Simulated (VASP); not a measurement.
## Co: single point with PBE

The system is Co.

```
Co
1.0
     3.61700    1.80850    1.80850
     1.80850    3.61700    1.80850
     1.80850    1.80850    3.61700
Co
2
Direct
  0.00000 0.00000 0.00000
  0.50000 0.50000 0.50000
```

```
Program             : VASP 6.6.1
Task                : single point
Functional          : PBE
Potentials or basis : VASP PAW PBE potentials, release 64 (Co)
Cutoff              : 520 eV
k mesh              : 12 × 12 × 12
Occupations         : fermi-dirac, width 0.1 eV
Spin                : collinear spin
Starting moments    : [0.0, 3.0] μB
```

```json
{
  "Pressure": "-14.0 GPa",
  "Net moment": "3.41 μB per cell",
  "Site moments": "Co +1.74 μB",
  "Valence electrons inside the program's atomic spheres": "Co 8.12"
}
```

Stress tensor (GPa, compression positive):
```
-14.00  -0.07  -0.07
 -0.07 -14.00  -0.07
 -0.07  -0.07 -14.00
```

Levels at points of the mesh, in eV from the Fermi level:
Spin up:
```
           k point  band 9  band 10  band 11  band 12  band 13  band 14
(0.00, 0.00, 0.00)   -1.76    -0.95    -0.95    -0.24     5.38    20.90
(0.50, 0.00, 0.00)   -0.89    -0.89     2.04     2.04     8.04     8.04
(0.50, 0.50, 0.00)   -0.71    -0.71    -0.24     2.36     5.38     8.69
(0.50, 0.50, 0.50)   -1.61    -1.61    -1.61    -1.61    13.70    13.70
```
Spin down:
```csv
k point,band 3,band 4,band 5,band 6,band 7,band 8,band 9,band 10,band 11,band 12
"(0.00, 0.00, 0.00)",-1.00,-1.00,-1.00,-0.98,-0.98,-0.30,0.32,0.32,1.03,1.03
"(0.50, 0.00, 0.00)",-2.36,-2.36,-1.18,-1.18,-0.05,-0.05,1.08,1.08,3.06,3.06
"(0.50, 0.50, 0.00)",-3.00,-0.98,-0.98,-0.30,1.03,1.03,1.10,1.16,1.16,2.35
"(0.50, 0.50, 0.50)",-1.50,-1.50,-0.75,-0.75,-0.75,-0.75,0.38,0.38,0.38,0.38
```

Wall time 7.9 min on 1 thread of Intel(R) Xeon(R) Platinum 8488C (Sapphire Rapids), with other jobs on the host, peak memory 0.33 GiB.
